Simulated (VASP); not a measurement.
# LiTmH4 (F222) in VASP: a series of runs, part 2 of 2

VASP 6.6.1. The steps go on from the part before.

### 3 Single point, PBE

This run uses another cell than the first one, of 13.53 Å³/atom.

Input file INCAR:

```
SYSTEM = LiTmH4
PREC = Accurate
ENCUT = 750
EDIFF = 1E-6
ISMEAR = 0
SIGMA = 0.15
LREAL = .False.
LASPH = .True.
NELM = 200
ALGO = Normal
ISIF = 2
LWAVE = .False.
LCHARG = .False.
GGA = PE
NBANDS = 17
GGA_COMPAT = .False.
LMAXMIX = 6
```

Input file KPOINTS:

```
Automatic mesh
0
Gamma
  3 3 3
  0 0 0
```

Input file POSCAR:

```
LiTmH4
1.0
    0.0000000000      2.8516247469      5.0158470734
    2.8371265471      0.0000000000      5.0158470734
    2.8371265471      2.8516247469      0.0000000000
Li Tm H
1 1 4
Direct
    0.7500000000      0.7500000000      0.7500000000
    0.0000000000      0.0000000000      0.0000000000
    0.5505977465      0.5505977465      0.9494022535
    0.9494022535      0.9494022535      0.5505977465
    0.2107472560      0.2107472560      0.7892527440
    0.7892527440      0.7892527440      0.2107472560
```

Potentials or basis: VASP PAW PBE potentials, release 64 (Li_sv, Tm_3, H), 4f in core.

The run is started by

```bash
> cat potpaw_PBE.64/Li_sv/POTCAR potpaw_PBE.64/Tm_3/POTCAR potpaw_PBE.64/H/POTCAR > POTCAR
> mpirun -np 1 vasp_std > vasp.out
```

OUTCAR:

```text
SYSTEM = LiTmH4
   PREC = Accurate
   ENCUT = 750
   EDIFF = 1E-6
   ISMEAR = 0
   LREAL = .False.
   LASPH = .True.
   NELM = 200
   ISIF = 2
   GGA = PE

 ion  position               nearest neighbor table
   1  0.750  0.750  0.750-
   2  0.000  0.000  0.000-   3 2.07   3 2.07   4 2.07   4 2.07   5 2.11   6 2.11
   3  0.551  0.551  0.949-   2 2.07   2 2.07
   4  0.949  0.949  0.551-   2 2.07   2 2.07
   5  0.211  0.211  0.789-   2 2.11
   6  0.789  0.789  0.211-   2 2.11

  LATTYP: Found a face centered orthorhombic cell.
 ALAT       =     5.6742530942
 B/A-ratio  =     1.0051101703
 C/A-ratio  =     1.7679320926

  Lattice vectors:

 A1 = (   0.0000000000,   2.8516247469,   5.0158470734)
 A2 = (   2.8371265471,   0.0000000000,   5.0158470734)
 A3 = (   2.8371265471,   2.8516247469,   0.0000000000)

Analysis of symmetry for initial positions (statically):
=====================================================================
 Subroutine PRICEL returns:
 Original cell was already a primitive cell.

 Routine SETGRP: Setting up the symmetry group for a
 face centered orthorhombic supercell.

 Subroutine GETGRP returns: Found  4 space group operations
 (whereof  4 operations were pure point group operations)
 out of a pool of  8 trial point group operations.

The static configuration has the point symmetry D_2 .

Analysis of symmetry for dynamics (positions and initial velocities):
=====================================================================
 Subroutine PRICEL returns:
 Original cell was already a primitive cell.

 Routine SETGRP: Setting up the symmetry group for a
 face centered orthorhombic supercell.

 Subroutine GETGRP returns: Found  4 space group operations
 (whereof  4 operations were pure point group operations)
 out of a pool of  8 trial point group operations.

The dynamic configuration has the point symmetry D_2 .

 Subroutine INISYM returns: Found  4 space group operations
 (whereof  4 operations are pure point group operations),
[... 111 lines left out ...]
   LORBIT       =      0    0 simple, 1 ext, 2 COOP (PROOUT), +10 PAW based schemes
   GGA     = PE    functional components
   LHFCALC =     F    Hartree Fock is set to
   AEXX    =    0.0000 exact exchange contribution
   IVDW    =     0    specifies the selected vdW correction
   LEPSILON=     F    determine dielectric tensor
   LRPA    =     F    only Hartree local field effects (RPA)
 non-spin polarized calculation
 Gauss-broadening in eV      SIGMA  =   0.15
  energy-cutoff  :      750.00
  volume of cell :       81.16
 maximum number of plane-waves:      3793
 NGX is ok and might be reduce to    54
   NGX = 25   NGY = 25   NGZ = 17

 number of electron      16.0000001 magnetization

 Free energy of the ion-electron system (eV)
  ---------------------------------------------------
  ext. energy  EPLUGINS =         0.00000000
  ---------------------------------------------------
  free energy    TOTEN  =       -21.36390448 eV

  energy without entropy =      -21.36390448  energy(sigma->0) =      -21.36390448

 E-fermi :   0.4050     XC(G=0):  -7.6795

 val. band max:       -0.2249348362   @ k =   0.0000   0.0000   0.0000
 cond. band min:       1.0623863443   @ k =   0.3333   0.0000   0.3333
 fundamental gap:      1.2873211806
 Fermi energy:         0.4050359404

 k-point     1 :       0.0000    0.0000    0.0000
  band No.  band energies     occupation
      1     -45.1555      2.00000
      2     -25.6560      2.00000
      3     -25.6520      2.00000
      4     -25.4602      2.00000
      5      -6.2991      2.00000
      6      -4.2840      2.00000
[... 137 lines left out ...]
      4     -25.4485      2.00000
      5      -4.1603      2.00000
      6      -3.5110      2.00000
[... 9 lines left out ...]
     16       8.1230      0.00000
     17       8.1451      0.00000

------------------------ aborting loop because EDIFF is reached ----------------------------------------

  FORCE on cell =-STRESS in cart. coord.  units (eV):
  Direction    XX          YY          ZZ          XY          YZ          ZX
  --------------------------------------------------------------------------------------
  -------------------------------------------------------------------------------------
  Total        0.2862290      0.2561522     -0.0564936      0.0000000      0.0000000      0.0000000
  in kB        5.6503954      5.0566539     -1.1152310      0.0000000      0.0000000      0.0000000
  external PRESSURE =       3.1972728 kB  Pullay stress =       0.0000000 kB

 VOLUME and BASIS-vectors are now :
 -----------------------------------------------------------------------------
  energy-cutoff  :      750.00
  volume of cell :       81.16
      direct lattice vectors                 reciprocal lattice vectors
     0.000000000  2.851624747  5.015847073    -0.176234649  0.175338638  0.099684060
     2.837126547  0.000000000  5.015847073     0.176234649 -0.175338638  0.099684060
     2.837126547  2.851624747  0.000000000     0.176234649  0.175338638 -0.099684060

 POSITION                                       TOTAL-FORCE (eV/Angst)
 -----------------------------------------------------------------------------------
      4.25569      4.27744      7.52377        -0.000000     -0.000000     -0.000000
      0.00000      0.00000      0.00000        -0.000000     -0.000000     -0.000000
      4.25569      4.27744      5.52343         0.000000     -0.000000      0.053521
      4.25569      4.27744      9.52411         0.000000     -0.000000     -0.053521
      2.83713      2.85162      2.11415        -0.000000      0.000000     -0.027581
      2.83713      2.85162      7.91754        -0.000000      0.000000      0.027581
 -----------------------------------------------------------------------------------
    total drift:                               -0.000001     -0.000001      0.000001

  FREE ENERGIE OF THE ION-ELECTRON SYSTEM (eV)
  ---------------------------------------------------
  free  energy   TOTEN  =       -21.3639044816 eV

  energy  without entropy=      -21.3639044815  energy(sigma->0) =      -21.36390448
```

OSZICAR:

```text
N       E                     dE             d eps       ncg     rms          rms(c)
DAV:   1     0.698578673512E+02    0.69858E+02   -0.79460E+03   272   0.111E+03
DAV:   2    -0.138893666838E+02   -0.83747E+02   -0.76624E+02   280   0.293E+02
DAV:   3    -0.228239992333E+02   -0.89346E+01   -0.88320E+01   523   0.575E+01
DAV:   4    -0.232603577894E+02   -0.43636E+00   -0.43311E+00   376   0.127E+01
DAV:   5    -0.233532301556E+02   -0.92872E-01   -0.92819E-01   504   0.395E+00    0.249E+01
DAV:   6    -0.217676774100E+02    0.15856E+01   -0.10048E+00   456   0.597E+00    0.161E+01
DAV:   7    -0.213999415469E+02    0.36774E+00   -0.18689E+00   455   0.744E+00    0.299E+00
DAV:   8    -0.213696260496E+02    0.30315E-01   -0.23927E-01   447   0.367E+00    0.740E-01
DAV:   9    -0.213630291121E+02    0.65969E-02   -0.15189E-02   430   0.928E-01    0.311E-01
DAV:  10    -0.213635038811E+02   -0.47477E-03   -0.28593E-03   423   0.308E-01    0.346E-01
DAV:  11    -0.213638781326E+02   -0.37425E-03   -0.58366E-04   309   0.151E-01    0.344E-02
DAV:  12    -0.213639024622E+02   -0.24330E-04   -0.50539E-05   424   0.491E-02    0.310E-02
DAV:  13    -0.213639044245E+02   -0.19623E-05   -0.63802E-06   328   0.164E-02    0.232E-03
DAV:  14    -0.213639044816E+02   -0.57108E-07   -0.53893E-07   288   0.558E-03
   1 F= -.21363904E+02 E0= -.21363904E+02  d E =-.124611E-09
```

stdout:

```text
POSCAR found type information on POSCAR LiTmH
 POSCAR found :  3 types and       6 ions
 scaLAPACK will be used
 LDA part: xc-table for (Slater+PW92), standard interpolation
 POSCAR, INCAR and KPOINTS ok, starting setup
 FFT: planning ... GRIDC
 FFT: planning ... GRID_SOFT
 FFT: planning ... GRID
 WAVECAR not read
 entering main loop
```

It took 44 s on 1 thread of Intel Xeon Platinum 8488C (Sapphire Rapids), shared host; peak memory 0.31 GiB.

What came out:

```yaml
Free_energy: -21.3639 eV
Pressure: 0.3 GPa
Largest_force: 0.054 eV/Å
Band_gap_on_the_k_mesh: 1.29 eV (least direct gap 2.48 eV)
```

Forces on the atoms (eV/Å):
```
Li   0.000  0.000  0.000
Tm   0.000  0.000  0.000
H    0.000  0.000  0.054
H    0.000  0.000 -0.054
H    0.000  0.000 -0.028
H    0.000  0.000  0.028
```

Levels at points of the mesh, in eV from the valence-band top:
| k point | band 6 | band 7 | band 8 | band 9 | band 10 | band 11 |
| --- | --- | --- | --- | --- | --- | --- |
| (0.00, 0.00, 0.00) | -4.06 | -2.92 | 0.00 | 2.90 | 2.90 | 3.55 |

Caveat: the k points lie up to 0.56 Å⁻¹ apart; spin-orbit coupling is left out, which moves the levels of the heavy elements; an odd mesh through Γ misses points on the zone boundary, where band edges can lie; the 4f electrons are frozen in the core, so they carry no moment and show no levels. Spin polarisation is off, so any magnetic state and its effect on volume and gap are missing.
